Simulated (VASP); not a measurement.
The system is SiN.

```
Si N
1.0
     2.57385    0.00000    0.00000
    -1.28692    2.22902    0.00000
     0.00000    0.00000    4.43630
Si N
2 2
Direct
  0.66667 0.33333 0.75000
  0.33333 0.66667 0.25000
  0.00000 0.00000 0.00000
  0.00000 0.00000 0.50000
```

```yaml
Program: VASP 6.6.1
Task: relaxation of cell and atoms
Functional: PBEsol
Potentials_or_basis: VASP PAW PBE potentials, release 64 (Si, N)
Cutoff: 600 eV
k_mesh: 12 × 12 × 4
Occupations: gaussian, width 0.1 eV
Spin: no spin polarisation
```

At the start: pressure 121.8 GPa; volume 6.36 Å³/atom.

Question: How do energy, volume and symmetry change on relaxing?

Answer: Over 8 steps the energy falls by 892.1 meV/atom and the volume is 8.42 Å³/atom (+32.4 %); space group P6_3/mmc (No. 194, to 0.1 Å) before and after.

Step by step:
```
step  energy change (eV)  largest force (eV/Å)  pressure (GPa)  volume (Å³)
   1              0.0000                0.0000          121.77        25.45
   2             -0.6305                0.0000          -39.29        46.90
   3             -3.5475                0.0000           -5.92        34.82
   4             -3.5646                0.0000           -2.36        34.22
   5             -3.5656                0.0000           -1.15        34.03
   6             -3.5672                0.0000           -0.30        33.75
   7             -3.5684                0.0000           -0.65        33.86
   8             -3.5686                0.0000            0.36        33.70
```

Final structure:
```yaml
crystal:
  lattice:
    - [2.71493, 0.00000, 0.00000]
    - [-1.35747, 2.35120, 0.00000]
    - [0.00000, 0.00000, 5.27913]
  atoms:
    - { symbol: Si, position: [0.66667, 0.33333, 0.75000] }
    - { symbol: Si, position: [0.33333, 0.66667, 0.25000] }
    - { symbol: N, position: [0.00000, 0.00000, 0.00000] }
    - { symbol: N, position: [0.00000, 0.00000, 0.50000] }
```

Caveat: the volume moved by over 15 % at a fixed basis, so the end points are rough; the PAW data sets were made with another functional, which shifts forces and pressure a little.
